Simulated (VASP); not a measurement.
A run of VASP 6.6.1 is set up as follows.

INCAR

```
SYSTEM = KF
ALGO     = Normal         ! electronic algorithm
EDIFF    = 1E-8           ! SCF threshold, eV
ENCUT    = 520            ! plane-wave cutoff, eV
GGA      = CA             ! functional
ISIF     = 2              ! what is computed and relaxed
ISMEAR   = -1             ! smearing method
LASPH    = .True.         ! aspherical terms in the spheres
LCHARG   = .False.        ! write CHGCAR
LEFG     = .True.       
LREAL    = .False.        ! projectors in reciprocal space
LWAVE    = .False.        ! write WAVECAR
NBANDS   = 15             ! bands
NELM     = 80             ! most SCF steps
PREC     = Accurate       ! precision mode
SIGMA    = 0.01           ! smearing width, eV
```

File KPOINTS:

```
k-points
0
Gamma
  9 9 9
  0 0 0
```

POSCAR

```
KF
1.0
    0.0000000000      2.6735000000      2.6735000000
    2.6735000000      0.0000000000      2.6735000000
    2.6735000000      2.6735000000      0.0000000000
K F
1 1
Direct
    0.0000000000      0.0000000000      0.0000000000
    0.5000000000      0.5000000000      0.5000000000
```

Potentials or basis: VASP PAW LDA potentials, release 64 (K_sv, F).

Command:

```sh
$ cat potpaw_LDA.64/K_sv/POTCAR potpaw_LDA.64/F/POTCAR > POTCAR
$ mpirun -np 1 vasp_std > vasp.out
```

**Question.** Estimate the band gap on the k mesh.

**Answer.** 5.78 eV.

**Question.** Predict the pressure.

**Answer.** -3.5 GPa.

Caveat: the cell stands under tension; an odd mesh through Γ misses points on the zone boundary, where band edges can lie. A hybrid or GW would open this gap; LDA tends to underestimate it.
